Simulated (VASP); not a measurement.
# GaN: elastic constants with LDA

The system is GaN.

```
Ga N
1.0
     0.00000    2.13524    2.13524
     2.13524    0.00000    2.13524
     2.13524    2.13524    0.00000
Ga N
1 1
Direct
  0.00000 0.00000 0.00000
  0.50000 0.50000 0.50000
```

```yaml
Program: VASP 6.6.1
Task: elastic constants
Functional: LDA
Potentials_or_basis: VASP PAW LDA potentials, release 64 (Ga_d, N)
Cutoff: 600 eV
k_mesh: 9 × 9 × 9
Occupations: fermi-dirac, width 0.01 eV
Spin: no spin polarisation
Dipole_correction: no
Ions_in_elastic_constants: relaxed
Further_INCAR_settings: ALGO = Normal; EDIFF = 1e-08; IBRION = 6; POTIM = 0.015; NSW = 1; ISIF = 3
```

| Quantity | Value |
| --- | --- |
| Elastic constants C11, C12, C44 | 290, 157, 209 GPa |
| Voigt bulk modulus | 201 GPa |
| Highest phonon frequency at Γ, LO-TO splitting left out | 172 cm⁻¹ |

Phonon frequencies in cm⁻¹ (negative: imaginary):
```tsv
q point	frequencies
(0.000, 0.000, 0.000)	0 0 0 172 172 172
```

Elastic tensor in Voigt notation (GPa, in the Cartesian axes of the cell as first typed):
```
290 157 157   0   0   0
157 290 157   0   0   0
157 157 290   0   0   0
  0   0   0 209   0   0
  0   0   0   0 209   0
  0   0   0   0   0 209
```

Clamped-ion elastic tensor (GPa):
```
290 157 157   0   0   0
157 290 157   0   0   0
157 157 290   0   0   0
  0   0   0 209   0   0
  0   0   0   0 209   0
  0   0   0   0   0 209
```

It took 3.1 min on 1 thread of Intel Xeon 6975P-C, on a shared host, peak memory 0.24 GiB.

Caveat: the cell is under stress, which shifts elastic constants.
